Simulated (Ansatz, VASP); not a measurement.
## PbS in VASP and in Ansatz

POSCAR

```
PbS
1.0
    0.0000000000      2.9650000000      3.0094750000
    2.9650000000      0.0000000000      3.0094750000
    2.9650000000      2.9650000000      0.0000000000
Pb S
1 1
Direct
    0.0000000000      0.0000000000      0.0000000000
    0.5000000000      0.5000000000      0.5000000000
```

Contents of INCAR.step1:

```
SYSTEM = PbS
  PREC = Accurate
  ENCUT = 520
  ISMEAR = 0
  SIGMA = 0.05
  LREAL = .FALSE.
  LASPH = .TRUE.
  NELM = 60
  NBANDS = 17
  GGA = PE
  ALGO = Normal
  EDIFF = 1E-4
  LWAVE = .TRUE.
  LCHARG = .FALSE.
```

The input INCAR.step2:

```
SYSTEM = PbS
  PREC = Accurate
  ENCUT = 520
  EDIFF = 1E-6
  ISMEAR = 0
  SIGMA = 0.05
  LREAL = .FALSE.
  LASPH = .TRUE.
  NELM = 60
  ALGO = Normal
  ISIF = 2
  LWAVE = .FALSE.
  LCHARG = .TRUE.
  METAGGA = R2SCAN
  LMIXTAU = .TRUE.
  LELF = .TRUE.
  LVHAR = .TRUE.
  NBANDS = 17
  ISTART = 1
```

Contents of KPOINTS:

```
regular mesh
0
G
  8 8 8
  0 0 0
```

Input for Ansatz:

```yaml
crystal:
  lattice:
    - [0.0, 2.965, 3.009475]
    - [2.965, 0.0, 3.009475]
    - [2.965, 2.965, 0.0]
  atoms:
    - { symbol: Pb, position: [0.0, 0.0, 0.0] }
    - { symbol: S, position: [0.5, 0.5, 0.5] }
basis:
  ecutwfc: 500
kpoints:
  mp_grid: { grid: [8, 8, 8] }
hamiltonian:
  xc: r2scan
scf:
  occupations: { method: gaussian, width: 0.05 }
output:
  forces: true
  stress: true
  eigenvalues: true
```

Change from the starting cell: strain +0.000 along x and y, +0.015 along z, atoms carried along.

Alike in both runs: task single point; functional r2SCAN; k mesh 8 × 8 × 8; occupations gaussian, width 0.05 eV; no spin polarisation.

|  | VASP | Ansatz |
| --- | --- | --- |
| version | VASP 6.6.1 | Ansatz 0.2.0 |
| potentials or method | VASP PAW PBE potentials, release 64 (Pb_d, S), cutoff 520 eV | scalar-relativistic, plane waves, PAW |
| valence electrons in the cell | 20 | 20 |

|  | VASP | Ansatz | Ansatz less VASP |
| --- | --- | --- | --- |
| gap on the k mesh at the Fermi level (eV) | 0.67 | 0.66 | -0.010 |
| least direct gap on the mesh (eV) | 0.67 | 0.66 | -0.010 |
| pressure (GPa) | 0.5 | 0.5 | +0.02 |
| traceless stress, the component that is largest in VASP (GPa) | -1.21 | -1.21 | +0.005 |

VASP's potentials were made for PBE, not for r2SCAN.

Neither program's run includes spin-orbit coupling.
